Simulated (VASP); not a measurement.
# BAs (I-4m2) in VASP: a series of runs

Runs on BAs. Level: PBE. Tasks: single point.

All numbers are computed with VASP 6.6.1; they aren't measurements. Logs are shortened: lines on timing, memory, paths and dates and some standing lists are left out, and cuts for length are marked.

**1. The cell of the first run**

The structure is tetragonal, space group I-4m2 (No. 119). The conventional cell has a = 3.513 Å, b = 3.513 Å, c = 4.777 Å, α = 90.00°, β = 90.00°, γ = 90.00°. Within 2.8 Å of B (site symmetry -4m2) lie 4 As at 2.12 Å. As (site symmetry -4m2) has 4 B at 2.12 Å within 2.8 Å.

**2. Single point, PBE (strain +0.040 along x and y, +0.000 along z)**

The input, INCAR:

```
SYSTEM = BAs
PREC     = Accurate       ! precision mode
ENCUT    = 520            ! plane-wave cutoff, eV
EDIFF    = 1E-7           ! SCF threshold, eV
ISMEAR   = 0              ! smearing method
SIGMA    = 0.05           ! smearing width, eV
LREAL    = .FALSE.        ! projectors in reciprocal space
LASPH    = .TRUE.         ! aspherical terms in the spheres
NELM     = 100            ! most SCF steps
ALGO     = Normal         ! electronic algorithm
ISIF     = 2              ! what is computed and relaxed
LWAVE    = .FALSE.        ! write WAVECAR
LCHARG   = .FALSE.        ! write CHGCAR
GGA      = PE             ! functional
NBANDS   = 11             ! bands
```

The input, KPOINTS:

```
Automatic mesh
0
G
  10 10 10
  0 0 0
```

The input, POSCAR:

```
BAs
1.0
    0.0000000000      2.4840400000      2.3885000000
    2.4840400000      0.0000000000      2.3885000000
    2.4840400000      2.4840400000      0.0000000000
B As
1 1
Direct
    0.0000000000      0.0000000000      0.0000000000
    0.7500000000      0.7500000000      0.7500000000
```

Potentials or basis: VASP PAW PBE potentials, release 64 (B, As).

The run is started by

```
$ cat potpaw_PBE.64/B/POTCAR potpaw_PBE.64/As/POTCAR > POTCAR
$ mpirun -np 1 vasp_std > vasp.out
```

OUTCAR:

```text
SYSTEM = BAs
   PREC = Accurate
   ENCUT = 520
   EDIFF = 1E-7
   ISMEAR = 0
   LREAL = .FALSE.
   LASPH = .TRUE.
   NELM = 100
   ISIF = 2
   GGA = PE

 ion  position               nearest neighbor table
   1  0.000  0.000  0.000-   2 2.12   2 2.12   2 2.12   2 2.12
   2  0.750  0.750  0.750-   1 2.12   1 2.12   1 2.12   1 2.12

  LATTYP: Found a body centered tetragonal cell.
 ALAT       =     3.5129630575
 C/A-ratio  =     1.3598207331

  Lattice vectors:

 A1 = (   0.0000000000,  -2.4840400000,  -2.3885000000)
 A2 = (   0.0000000000,   2.4840400000,  -2.3885000000)
 A3 = (   2.4840400000,   0.0000000000,   2.3885000000)

Analysis of symmetry for initial positions (statically):
=====================================================================
 Subroutine PRICEL returns:
 Original cell was already a primitive cell.

 Routine SETGRP: Setting up the symmetry group for a
 body centered tetragonal supercell.

 Subroutine GETGRP returns: Found  8 space group operations
 (whereof  8 operations were pure point group operations)
 out of a pool of 16 trial point group operations.

The static configuration has the point symmetry D_2d.

Analysis of symmetry for dynamics (positions and initial velocities):
=====================================================================
 Subroutine PRICEL returns:
 Original cell was already a primitive cell.

 Routine SETGRP: Setting up the symmetry group for a
 body centered tetragonal supercell.

 Subroutine GETGRP returns: Found  8 space group operations
 (whereof  8 operations were pure point group operations)
 out of a pool of 16 trial point group operations.

The dynamic configuration has the point symmetry D_2d.

 Subroutine INISYM returns: Found  8 space group operations
 (whereof  8 operations are pure point group operations),
 and found     1 'primitive' translations

----------------------------------------------------------------------------------------

                                     Primitive cell

  volume of cell :      29.4763

  direct lattice vectors                    reciprocal lattice vectors
     0.000000000  2.484040000  2.388500000    -0.201285003  0.201285003  0.209336404
     2.484040000  0.000000000  2.388500000     0.201285003 -0.201285003  0.209336404
     2.484040000  2.484040000  0.000000000     0.201285003  0.201285003 -0.209336404

  length of vectors
     3.446068335  3.446068335  3.512963057     0.353345490  0.353345490  0.353345490

  position of ions in fractional coordinates (direct lattice)
     0.000000000  0.000000000  0.000000000
     0.750000000  0.750000000  0.750000000

  ion indices of the primitive-cell ions
   primitive index   ion index
                 1           1
                 2           2

----------------------------------------------------------------------------------------

 KPOINTS: Automatic mesh

Automatic generation of k-mesh.
 Grid dimensions read from file:
 generate k-points for:   10   10   10

 Generating k-lattice:

  Cartesian coordinates                     Fractional coordinates (reciprocal lattice)
    -0.020128500  0.020128500  0.020933640     0.100000000 -0.000000000  0.000000000
     0.020128500 -0.020128500  0.020933640    -0.000000000  0.100000000  0.000000000
     0.020128500  0.020128500 -0.020933640     0.000000000  0.000000000  0.100000000

  Length of vectors
     0.035334549  0.035334549  0.035334549

  Shift w.r.t. Gamma in fractional coordinates (k-lattice)
     0.000000000  0.000000000  0.000000000

 Subroutine IBZKPT returns following result:
 ===========================================

 Found    102 irreducible k-points:

 Following reciprocal coordinates:
            Coordinates               Weight
  0.000000  0.000000  0.000000      1.000000
  0.100000  0.000000  0.000000      8.000000
  0.200000  0.000000  0.000000      8.000000
  0.300000  0.000000  0.000000      8.000000
  0.400000  0.000000  0.000000      8.000000
  0.500000  0.000000  0.000000      4.000000
[... 16 lines left out ...]
  0.300000  0.300000  0.000000      2.000000
  0.400000  0.300000  0.000000      8.000000
 [... further k-points ...]
   k-points           NKPTS =    102   k-points in BZ     NKDIM =    102   number of bands    NBANDS=     11
   number of dos      NEDOS =    301   number of ions     NIONS =      2
   total plane-waves  NPLWV =  21952
   dimension x,y,z NGX =    28 NGY =   28 NGZ =   28
   dimension x,y,z NGXF=    56 NGYF=   56 NGZF=   56
   ions per type =               1   1
   NGX,Y,Z   is equivalent  to a cutoff of  13.51, 13.51, 13.25 a.u.
   NGXF,Y,Z  is equivalent  to a cutoff of  27.02, 27.02, 26.50 a.u.
 SYSTEM =  BAs
   PREC   = accura    normal or accurate (medium, high low for compatibility)
   ISTART =      0    job   : 0-new  1-cont  2-samecut
   ICHARG =      2    charge: 1-file 2-atom 10-const
   ISPIN  =      1    spin polarized calculation?
   LNONCOLLINEAR =      F non collinear calculations
   LSORBIT =      F    spin-orbit coupling
   LASPH  =      T    aspherical Exc in radial PAW
   ENCUT  =  520.0 eV  38.22 Ry    6.18 a.u.   6.41  6.41  6.53*2*pi/ulx,y,z
   NELM   =    100;   NELMIN=  2; NELMDL= -5     # of ELM steps
   EDIFF  = 0.1E-06   stopping-criterion for ELM
   LREAL  =      F    real-space projection
   EDIFFG = 0.1E-05   stopping-criterion for IOM
   NSW    =      0    number of steps for IOM
   IBRION =     -1    ionic relax: 0-MD 1-quasi-New 2-CG
   NFREE  =      0    steps in history (QN), initial steepest desc. (CG)
   ISIF   =      2    stress and relaxation
   ISYM   =      2    0-nonsym 1-usesym 2-fastsym
   POTIM  = 0.5000    time-step for ionic-motion
   TEBEG  =    0.0;   TEEND  =   0.0 temperature during run
   PSTRESS=    0.0 pullay stress
   NELECT =       8.0000    total number of electrons
   NUPDOWN=      -1.0000    fix difference up-down
   EMIN   =  10.00;   EMAX   =-10.00  energy-range for DOS
   EFERMI =   0.00;   METHOD = LEGACY
   ISMEAR =     0;   SIGMA  =   0.05  broadening in eV -4-tet -1-fermi 0-gaus
   EFERMI_NEDOS =   21; number of points for ismear=-14 and -15
   IALGO  =     38    algorithm
   IMIX   =      4    mixing-type and parameters
     AMIX     =   0.40;   BMIX     =  1.00
     AMIX_MAG =   1.60;   BMIX_MAG =  1.00
  volume/ion in A,a.u.               =      14.74        99.46
  Fermi-wavevector in a.u.,A,eV,Ry     =   1.059939  2.002993 15.285734  1.123470
  Thomas-Fermi vector in A             =   2.195302
   LORBIT       =      0    0 simple, 1 ext, 2 COOP (PROOUT), +10 PAW based schemes
   GGA     = PE    functional components
   LHFCALC =     F    Hartree Fock is set to
   AEXX    =    0.0000 exact exchange contribution
   IVDW    =     0    specifies the selected vdW correction
   LEPSILON=     F    determine dielectric tensor
   LRPA    =     F    only Hartree local field effects (RPA)
 non-spin polarized calculation
 Gauss-broadening in eV      SIGMA  =   0.05
  energy-cutoff  :      520.00
  volume of cell :       29.48
 maximum number of plane-waves:       829
 NGX is ok and might be reduce to    28
   NGX = 13   NGY = 13   NGZ = 13

 number of electron       8.0000000 magnetization

 Free energy of the ion-electron system (eV)
  ---------------------------------------------------
  ext. energy  EPLUGINS =         0.00000000
  ---------------------------------------------------
  free energy    TOTEN  =       -11.36461566 eV

  energy without entropy =      -11.36461566  energy(sigma->0) =      -11.36461566

 E-fermi :   5.7678     XC(G=0): -10.2493

 val. band max:        5.5206256141   @ k =   0.0000   0.0000   0.0000
 cond. band min:       6.2252272206   @ k =   0.4000   0.4000   0.0000
 fundamental gap:      0.7046016065
 Fermi energy:         5.7677655593

 k-point     1 :       0.0000    0.0000    0.0000
  band No.  band energies     occupation
      1      -9.4194      2.00000
      2       5.1743      2.00000
      3       5.1743      2.00000
      4       5.5206      2.00000
      5       8.3131      0.00000
      6       8.5646      0.00000
      7       8.5646      0.00000
      8       8.9866      0.00000
      9      14.5155      0.00000
     10      17.4322      0.00000
     11      18.3474      0.00000

 k-point     2 :       0.1000    0.0000    0.0000
  band No.  band energies     occupation
      1      -9.2668      2.00000
      2       3.9211      2.00000
      3       4.8910      2.00000
      4       5.1524      2.00000
      5       8.3686      0.00000
      6       8.8109      0.00000
      7       8.9162      0.00000
      8      10.0871      0.00000
      9      15.1065      0.00000
     10      16.5837      0.00000
     11      17.2116      0.00000

 k-point     3 :       0.2000    0.0000    0.0000
  band No.  band energies     occupation
      1      -8.8181      2.00000
      2       1.6927      2.00000
      3       4.3357      2.00000
      4       4.6370      2.00000
      5       8.0699      0.00000
      6       9.5057      0.00000
      7       9.5394      0.00000
      8      11.8455      0.00000
      9      15.9710      0.00000
     10      16.0601      0.00000
     11      16.6022      0.00000

 k-point     4 :       0.3000    0.0000    0.0000
  band No.  band energies     occupation
      1      -8.1125      2.00000
      2      -0.4487      2.00000
      3       3.8328      2.00000
      4       4.1906      2.00000
      5       7.7571      0.00000
      6       9.8663      0.00000
      7      10.0158      0.00000
      8      13.2828      0.00000
      9      16.0731      0.00000
     10      16.6266      0.00000
     11      16.8750      0.00000
[... 239 lines left out ...]
 k-point    22 :      -0.2000    0.2000    0.0000
  band No.  band energies     occupation
      1      -7.9011      2.00000
      2       0.0980      2.00000
      3       1.7141      2.00000
      4       3.8749      2.00000
      5       8.6626      0.00000
      6      10.2559      0.00000
      7      11.2139      0.00000
      8      11.9456      0.00000
      9      14.9302      0.00000
     10      17.2353      0.00000
     11      18.5497      0.00000

 k-point    23 :       0.3000    0.3000    0.0000
  band No.  band energies     occupation
      1      -7.5624      2.00000
      2       0.4041      2.00000
      3       2.1694      2.00000
      4       2.1694      2.00000
      5       6.4342      0.00000
      6       8.8170      0.00000
      7      13.2679      0.00000
      8      13.2679      0.00000
      9      15.8809      0.00000
     10      19.5972      0.00000
     11      19.7481      0.00000

 k-point    24 :       0.4000    0.3000    0.0000
  band No.  band energies     occupation
      1      -6.8782      2.00000
      2      -0.8052      2.00000
      3       1.5343      2.00000
      4       1.8759      2.00000
      5       6.7111      0.00000
      6       8.4619      0.00000
      7      13.6294      0.00000
      8      13.8237      0.00000
      9      16.8926      0.00000
     10      20.3474      0.00000
     11      20.4606      0.00000

 [... further k-points ...]
[... 5 lines left out ...]
  --------------------------------------------------------------------------------------
  -------------------------------------------------------------------------------------
  Total       -1.6005674     -1.6005674     -0.2963514      0.0000000      0.0000000      0.0000000
  in kB      -86.9985743    -86.9985743    -16.1081287      0.0000000      0.0000000      0.0000000
  external PRESSURE =     -63.3684258 kB  Pullay stress =       0.0000000 kB

 VOLUME and BASIS-vectors are now :
 -----------------------------------------------------------------------------
  energy-cutoff  :      520.00
  volume of cell :       29.48
      direct lattice vectors                 reciprocal lattice vectors
     0.000000000  2.484040000  2.388500000    -0.201285003  0.201285003  0.209336404
     2.484040000  0.000000000  2.388500000     0.201285003 -0.201285003  0.209336404
     2.484040000  2.484040000  0.000000000     0.201285003  0.201285003 -0.209336404

 POSITION                                       TOTAL-FORCE (eV/Angst)
 -----------------------------------------------------------------------------------
      0.00000      0.00000      0.00000         0.000000      0.000000     -0.000000
      3.72606      3.72606      3.58275        -0.000000     -0.000000      0.000000
 -----------------------------------------------------------------------------------
    total drift:                               -0.000000     -0.000000      0.000000

  FREE ENERGIE OF THE ION-ELECTRON SYSTEM (eV)
  ---------------------------------------------------
  free  energy   TOTEN  =       -11.3646156642 eV

  energy  without entropy=      -11.3646156642  energy(sigma->0) =      -11.36461566
```

Wall time 53 s (1 thread of Intel Xeon 8259CL, shared host); peak memory 0.18 GiB.

Results:

| Quantity | Value |
| --- | --- |
| Free energy | -11.3646 eV |
| Pressure | -6.3 GPa |
| Band gap on the k mesh | 0.70 eV, indirect (least direct gap 2.79 eV) |

Stress tensor (GPa, compression positive):
```
-8.70  0.00  0.00
 0.00 -8.70  0.00
 0.00  0.00 -1.61
```

Caveat: the cell differs from its parent crystal (strain +0.040 along x and y, +0.000 along z).

(Continued in part 2 of 2.)
